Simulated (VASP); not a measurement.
# Ti in VASP: a series of runs

The runs below take Ti through single point, with PBE.

Program: VASP 6.6.1. These are calculated values, not measurements. Logs are shortened: lines on timing, memory, paths and dates and some standing lists are left out, and cuts for length are marked.

**1. The cell of the first run**

The cell holds a disordered packing, 22 atoms: a = 7.405 Å, b = 7.268 Å, c = 7.433 Å, α = 95.87°, β = 91.79°, γ = 89.58°.

**2. Single point, PBE**

File INCAR:

```
  PREC = Accurate
  ENCUT = 400
  EDIFF = 1E-6
  ISMEAR = -1
  SIGMA = 0.2508
  LREAL = Auto
  LASPH = T
  NELM = 120
  ALGO = Normal
  ISIF = 2
  LWAVE = F
  LCHARG = F
  GGA = PE
  ISYM = -1
  NBANDS = 149
  GGA_COMPAT = F
```

File KPOINTS:

```
explicit points
1
Reciprocal
  0.25000000   0.25000000   0.25000000 1
```

File POSCAR:

```
Ti
1.0
    7.4036360000      0.0242520000     -0.1156530000
    0.0242520000      7.2584860000     -0.3764210000
   -0.1156530000     -0.3764210000      7.4221130000
Ti
22
Direct
    0.6710229553      0.9394896305      0.2374362185
    0.6481967289      0.7392657847      0.5451593181
    0.3689957170      0.4852199660      0.7398556781
    0.6938460561      0.3155737564      0.8638940106
    1.0122642445      0.7881417690      0.3514825912
    0.1839333429      0.8249298238      0.7111593898
    0.1077110753      0.5770660559      0.1205381663
    0.9328285963      0.4804118637      0.5652626873
    0.1327629138     -0.0982317761      0.0385201527
    0.4861963773      0.7666087019      0.8805028546
    0.3476416941      0.5537172173      0.4112328381
    0.8539852128      0.6761330589      0.9004975583
    0.4390832606      0.1058260598      0.6641516301
    0.8816471579      0.0794533708      0.5173194016
    0.2203787498      0.2253942821      0.4270905879
    0.0861324224      0.3298929004      0.8473248910
    0.6444247058      0.5920057921      0.1825916774
    0.3970103080      0.2168876649      0.0685651788
    0.8147800064      0.0173119875      0.9283670766
    0.6356597054      0.3081441750      0.4201896266
    0.9306212024      0.3020825554      0.2109564152
    0.3338714306      0.8660208841      0.3058743083
```

Potentials or basis: VASP PAW PBE potentials, release 64 (Ti_sv).

The run is started by

```bash
$ cat potpaw_PBE.64/Ti_sv/POTCAR > POTCAR
$ mpirun -np 1 vasp_std > vasp.out
```

OUTCAR:

```text
PREC = Accurate
   ENCUT = 400
   EDIFF = 1E-6
   ISMEAR = -1
   LREAL = Auto
   LASPH = T
   NELM = 120
   ISIF = 2
   GGA = PE
   ISYM = -1

 ion  position               nearest neighbor table
   1  0.671  0.939  0.237-  17 2.52  22 2.63  19 2.68  14 2.68   2 2.84   5 2.89  20 2.89
   2  0.648  0.739  0.545-  11 2.72  10 2.79  17 2.80   8 2.83   1 2.84
   3  0.369  0.485  0.740-  10 2.36  11 2.54  16 2.57  13 2.81   6 2.84   4 2.86
   4  0.694  0.316  0.864-  19 2.43  13 2.74  18 2.85   3 2.86  12 2.87  16 2.91
   5  0.012  0.788  0.351-   7 2.31  22 2.49  14 2.54   9 2.72   1 2.89   6 2.91
   6  0.184  0.825  0.711-   9 2.48  10 2.59   3 2.84  13 2.85   5 2.91
   7  0.108  0.577  0.121-   5 2.31   9 2.51  21 2.56  16 2.57  12 2.60  11 2.77  22 2.90
   8  0.933  0.480  0.565-  16 2.68  20 2.68  21 2.81  12 2.82   2 2.83
   9  0.133  0.902  0.039-  22 2.48   6 2.48   7 2.51  19 2.63   5 2.72  12 2.75
  10  0.486  0.767  0.881-   3 2.36   6 2.59   2 2.79  12 2.80  17 2.90
  11  0.348  0.554  0.411-  22 2.48   3 2.54  15 2.59   2 2.72   7 2.77  20 2.77  17 2.85
  12  0.854  0.676  0.900-  19 2.48   7 2.60   9 2.75  17 2.77  10 2.80   8 2.82   4 2.87
  13  0.439  0.106  0.664-  15 2.57   4 2.74   3 2.81   6 2.85  20 2.88
  14  0.882  0.079  0.517-   5 2.54  20 2.59   1 2.68  15 2.86
  15  0.220  0.225  0.427-  13 2.57  11 2.59  21 2.73  22 2.81  14 2.86
  16  0.086  0.330  0.847-   7 2.57   3 2.57   8 2.68   4 2.91
  17  0.644  0.592  0.183-   1 2.52  12 2.77   2 2.80  11 2.85  20 2.85  10 2.90
  18  0.397  0.217  0.069-   4 2.85
  19  0.815  0.017  0.928-   4 2.43  12 2.48   9 2.63   1 2.68  21 2.91
  20  0.636  0.308  0.420-  14 2.59   8 2.68  21 2.72  11 2.77  17 2.85  13 2.88   1 2.89
  21  0.931  0.302  0.211-   7 2.56  20 2.72  15 2.73   8 2.81  19 2.91
  22  0.334  0.866  0.306-  11 2.48   9 2.48   5 2.49   1 2.63  15 2.81   7 2.90

IMPORTANT INFORMATION: All symmetrisations will be switched off!
NOSYMM: (Re-)initialisation of all symmetry stuff for point group C_1.

----------------------------------------------------------------------------------------

                                     Primitive cell

  volume of cell :     397.7099

  direct lattice vectors                    reciprocal lattice vectors
     7.403636000  0.024252000 -0.115653000     0.135102507 -0.000343132  0.002087795
     0.024252000  7.258486000 -0.376421000    -0.000343132  0.138133954  0.007000276
    -0.115653000 -0.376421000  7.422113000     0.002087795  0.007000276  0.135120081

  length of vectors
     7.404578975  7.268280398  7.432552036     0.135119073  0.138311644  0.135317401

  position of ions in fractional coordinates (direct lattice)
     0.671022955  0.939489630  0.237436219
     0.648196729  0.739265785  0.545159318
     0.368995717  0.485219966  0.739855678
     0.693846056  0.315573756  0.863894011
     0.012264245  0.788141769  0.351482591
     0.183933343  0.824929824  0.711159390
[... 14 lines left out ...]
     0.930621202  0.302082555  0.210956415
     0.333871431  0.866020884  0.305874308

  ion indices of the primitive-cell ions
   primitive index   ion index
                 1           1
                 2           2
                 3           3
                 4           4
                 5           5
                 6           6
[... 14 lines left out ...]
                21          21
                22          22

----------------------------------------------------------------------------------------

 KPOINTS: explicit points

Read explicit list of k-points.

 Found      1 k-points:

 Following reciprocal coordinates:
            Coordinates               Weight
  0.250000  0.250000  0.250000      1.000000
   k-points           NKPTS =      1   k-points in BZ     NKDIM =      1   number of bands    NBANDS=    149
   number of dos      NEDOS =    301   number of ions     NIONS =     22
   total plane-waves  NPLWV = 110592
   dimension x,y,z NGX =    48 NGY =   48 NGZ =   48
   dimension x,y,z NGXF=    96 NGYF=   96 NGZF=   96
   ions per type =              22
   NGX,Y,Z   is equivalent  to a cutoff of  10.78, 10.98, 10.74 a.u.
   NGXF,Y,Z  is equivalent  to a cutoff of  21.55, 21.96, 21.47 a.u.
 SYSTEM =  unknown system
   PREC   = accura    normal or accurate (medium, high low for compatibility)
   ISTART =      0    job   : 0-new  1-cont  2-samecut
   ICHARG =      2    charge: 1-file 2-atom 10-const
   ISPIN  =      1    spin polarized calculation?
   LNONCOLLINEAR =      F non collinear calculations
   LSORBIT =      F    spin-orbit coupling
   LASPH  =      T    aspherical Exc in radial PAW
   ENCUT  =  400.0 eV  29.40 Ry    5.42 a.u.  12.07 11.85 12.12*2*pi/ulx,y,z
   NELM   =    120;   NELMIN=  2; NELMDL= -5     # of ELM steps
   EDIFF  = 0.1E-05   stopping-criterion for ELM
   LREAL  =      T    real-space projection
   EDIFFG = 0.1E-04   stopping-criterion for IOM
   NSW    =      0    number of steps for IOM
   IBRION =     -1    ionic relax: 0-MD 1-quasi-New 2-CG
   NFREE  =      0    steps in history (QN), initial steepest desc. (CG)
   ISIF   =      2    stress and relaxation
   ISYM   =     -1    0-nonsym 1-usesym 2-fastsym
   POTIM  = 0.5000    time-step for ionic-motion
   TEBEG  =    0.0;   TEEND  =   0.0 temperature during run
   PSTRESS=    0.0 pullay stress
   NELECT =     264.0000    total number of electrons
   NUPDOWN=      -1.0000    fix difference up-down
   EMIN   =  10.00;   EMAX   =-10.00  energy-range for DOS
   EFERMI =   0.00;   METHOD = LEGACY
   ISMEAR =    -1;   SIGMA  =   0.25  broadening in eV -4-tet -1-fermi 0-gaus
   EFERMI_NEDOS =   21; number of points for ismear=-14 and -15
   IALGO  =     38    algorithm
   IMIX   =      4    mixing-type and parameters
     AMIX     =   0.40;   BMIX     =  1.00
     AMIX_MAG =   1.60;   BMIX_MAG =  1.00
  volume/ion in A,a.u.               =      18.08       121.99
  Fermi-wavevector in a.u.,A,eV,Ry     =   1.428085  2.698689 27.748077  2.039426
  Thomas-Fermi vector in A             =   2.548185
   LORBIT       =      0    0 simple, 1 ext, 2 COOP (PROOUT), +10 PAW based schemes
   GGA     = PE    functional components
   LHFCALC =     F    Hartree Fock is set to
   AEXX    =    0.0000 exact exchange contribution
   IVDW    =     0    specifies the selected vdW correction
   LEPSILON=     F    determine dielectric tensor
   LRPA    =     F    only Hartree local field effects (RPA)
 non-spin polarized calculation
  energy-cutoff  :      400.00
  volume of cell :      397.71
 maximum number of plane-waves:      7222
 NGX is ok and might be reduce to    48
   NGX = 25   NGY = 23   NGZ = 25

 number of electron     264.0000003 magnetization

 Free energy of the ion-electron system (eV)
  ---------------------------------------------------
  ext. energy  EPLUGINS =         0.00000000
  ---------------------------------------------------
  free energy    TOTEN  =      -167.22069739 eV

  energy without entropy =     -160.23866940  energy(sigma->0) =     -163.72968340

 E-fermi :   7.7021     XC(G=0): -11.2288

 val. band max:        7.6590938304   @ k =   0.2500   0.2500   0.2500
 cond. band min:       7.7634838632   @ k =   0.2500   0.2500   0.2500
 fundamental gap:      0.1043900328
 Fermi energy:         7.7020852063

 k-point     1 :       0.2500    0.2500    0.2500
  band No.  band energies     occupation
      1     -49.3238      2.00000
      2     -49.0035      2.00000
      3     -48.9649      2.00000
      4     -48.9388      2.00000
      5     -48.9189      2.00000
      6     -48.8971      2.00000
[... 136 lines left out ...]
    143       8.2939      0.17260
    144       8.3104      0.16251
 [bands above 144 left out]

------------------------ aborting loop because EDIFF is reached ----------------------------------------

  FORCE on cell =-STRESS in cart. coord.  units (eV):
  Direction    XX          YY          ZZ          XY          YZ          ZX
  --------------------------------------------------------------------------------------
  -------------------------------------------------------------------------------------
  Total        0.3810248      6.6295109     -0.6703646      1.6857828     -0.9407166      4.7950748
  in kB        1.5349611     26.7070317     -2.7005684      6.7911878     -3.7896837     19.3169928
  external PRESSURE =       8.5138082 kB  Pullay stress =       0.0000000 kB

 VOLUME and BASIS-vectors are now :
 -----------------------------------------------------------------------------
  energy-cutoff  :      400.00
  volume of cell :      397.71
      direct lattice vectors                 reciprocal lattice vectors
     7.403636000  0.024252000 -0.115653000     0.135102507 -0.000343132  0.002087795
     0.024252000  7.258486000 -0.376421000    -0.000343132  0.138133954  0.007000276
    -0.115653000 -0.376421000  7.422113000     0.002087795  0.007000276  0.135120081

 POSITION                                       TOTAL-FORCE (eV/Angst)
 -----------------------------------------------------------------------------------
      4.96333      6.74617      1.33103        -0.090914      0.894344     -0.481163
      4.75389      5.17646      3.69299         0.312640      0.460160      0.357407
      2.65811      3.25241      5.26597         0.016854     -1.578918      0.487034
      5.04473      1.98223      6.21288         0.454360      1.254343     -0.332828
      0.06926      5.58871      2.31065        -1.859008     -0.103573      0.707634
      1.29953      5.72451      4.94651        -1.228984     -0.148285     -1.857908
[... 14 lines left out ...]
      6.87291      2.13582      1.34440        -0.482666     -0.820709     -0.326089
      2.45749      6.17896      1.90563         1.383505      0.699397      0.532328
 -----------------------------------------------------------------------------------
    total drift:                                0.002591     -0.003189      0.001779

  FREE ENERGIE OF THE ION-ELECTRON SYSTEM (eV)
  ---------------------------------------------------
  free  energy   TOTEN  =      -167.2206973933 eV

  energy  without entropy=     -160.2386694015  energy(sigma->0) =     -163.72968340
```

Run time: 4.5 min. Hardware: 1 thread of AMD EPYC 9R45 (Zen 5), shared host; peak memory 0.3 GiB.

What came out:

- Free energy: -167.2207 eV
- Pressure: 0.9 GPa
- Largest force: 2.690 eV/Å

Forces in eV/Å, atoms in the order of the input:
```
Ti  -0.091  0.894 -0.481
Ti   0.313  0.460  0.357
Ti   0.017 -1.579  0.487
Ti   0.454  1.254 -0.333
Ti  -1.859 -0.104  0.708
Ti  -1.229 -0.148 -1.858
Ti   2.254 -1.345 -0.588
Ti   0.943  0.135 -0.645
Ti   0.469  2.290  0.169
Ti   0.627  2.014  1.658
Ti  -0.703  0.147 -0.155
Ti  -0.420 -0.427 -0.435
Ti   0.571 -0.749  0.678
Ti   0.406  0.706  1.661
Ti  -0.300 -0.313 -0.284
Ti  -0.708 -1.914 -0.373
Ti   0.080 -1.310  0.208
Ti   0.015 -0.015  0.209
Ti  -0.182  0.114 -1.069
Ti  -1.560  0.008 -0.122
Ti  -0.483 -0.821 -0.326
Ti   1.384  0.699  0.532
```

Stress tensor (GPa, compression positive):
```
 0.15  0.68  1.93
 0.68  2.67 -0.38
 1.93 -0.38 -0.27
```

Levels at points of the mesh, in eV from the Fermi level:
| k point | band 130 | band 131 | band 132 | band 133 | band 134 | band 135 |
| --- | --- | --- | --- | --- | --- | --- |
| (0.25, 0.25, 0.25) | -0.15 | -0.07 | -0.04 | 0.06 | 0.08 | 0.10 |

Caveat: the atoms stand as in a frame of molecular dynamics.

**3. Single point, PBE**

File INCAR:

```
PREC     = Accurate       # precision mode
ENCUT    = 400            # plane-wave cutoff, eV
EDIFF    = 1E-6           # SCF threshold, eV
ISMEAR   = -1             # smearing method
SIGMA    = 0.2508         # smearing width, eV
LREAL    = Auto         
LASPH    = True           # aspherical terms in the spheres
NELM     = 120            # most SCF steps
ALGO     = Normal         # electronic algorithm
ISIF     = 2              # what is computed and relaxed
LWAVE    = False          # write WAVECAR
LCHARG   = False          # write CHGCAR
GGA      = PE             # functional
ISYM     = -1           
NBANDS   = 149            # bands
GGA_COMPAT= False
```

KPOINTS is that of step 2.

File POSCAR:

```
Ti
1.0
    7.4036360000      0.0242520000     -0.1156530000
    0.0242520000      7.2584860000     -0.3764210000
   -0.1156530000     -0.3764210000      7.4221130000
Ti
22
Direct
    0.6568893988      0.9598190670      0.2321818979
    0.6952604345      0.7792797646      0.5017273684
    0.3535324513      0.5297072152      0.6667621482
    0.6843585468      0.3440414017      0.8590375177
    0.9749770832      0.8477732208      0.3583705433
    0.1221657156      0.8309624254      0.6481543111
    0.1325054599      0.5303419152      0.1393915032
    0.9802786168      0.5350064260      0.4774716872
    0.1682658506     -0.1810715818     -0.0054321048
    0.5116896905      0.8065772206      0.9533632878
    0.3058442622      0.5702415954      0.3789187416
    0.8613744544      0.6972200810      0.8844120023
    0.4692990028      0.1046266463      0.6290575884
    0.8321448103      0.1945380040      0.5961212439
    0.1721946089      0.2472130139      0.4560592102
    0.0697541415      0.2776787845      0.8305148954
    0.7295048020      0.6039986990      0.1898540501
    0.4108187118      0.2359714408      0.0485243248
    0.8260655609      0.0211526117      0.8885521209
    0.5525605058      0.3469586758      0.3647920494
    0.8851385438      0.2639614666      0.2412750341
    0.3972130395      0.8949006653      0.2820410149
```

Potentials or basis: VASP PAW PBE potentials, release 64 (Ti_sv).

The run is started by

```bash
$ cat potpaw_PBE.64/Ti_sv/POTCAR > POTCAR
$ mpirun -np 1 vasp_std > vasp.out
```

Run time: 3.2 min. Hardware: 1 thread of AMD EPYC 9R45 (Zen 5), shared host; peak memory 0.3 GiB.

The run converged. Its results:

```yaml
Free_energy: -163.5397 eV
Pressure: 5.6 GPa
Largest_force: 4.283 eV/Å
```

Forces in eV/Å, atoms in the order of the input:
```
Ti   2.676  3.233 -0.854
Ti  -1.786 -1.059  3.472
Ti   0.809 -0.758  2.942
Ti  -0.485  1.370  1.209
Ti   1.645  2.019 -2.369
Ti   0.855  1.722  0.991
Ti  -0.950 -1.271 -1.550
Ti  -1.650 -1.080  1.685
Ti  -0.096  1.916 -0.324
Ti  -0.701 -0.407 -2.099
Ti   1.407  1.909 -0.638
Ti   0.040 -1.948 -0.741
Ti  -0.512 -0.617  0.804
Ti   0.068 -0.608 -2.601
Ti   1.090 -1.699 -0.415
Ti   1.136  0.611  0.437
Ti  -0.790 -1.114 -0.789
Ti  -0.843 -0.944 -0.258
Ti  -0.244  0.005  0.433
Ti   1.027 -0.693  1.300
Ti  -0.041 -0.910 -1.809
Ti  -2.656  0.321  1.174
```

Stress tensor (GPa, compression positive):
```
 5.32  1.51  1.69
 1.51  4.06 -1.24
 1.69 -1.24  7.54
```

Levels at points of the mesh, in eV from the Fermi level:
```
           k point  band 129  band 130  band 131  band 132  band 133  band 134  band 135  band 136
(0.25, 0.25, 0.25)     -0.21     -0.15     -0.11     -0.05      0.07      0.11      0.14      0.17
```

Caveat: atoms lie so close that the PAW spheres overlap strongly, which falsifies energies and pressures; the atoms stand as in a frame of molecular dynamics.
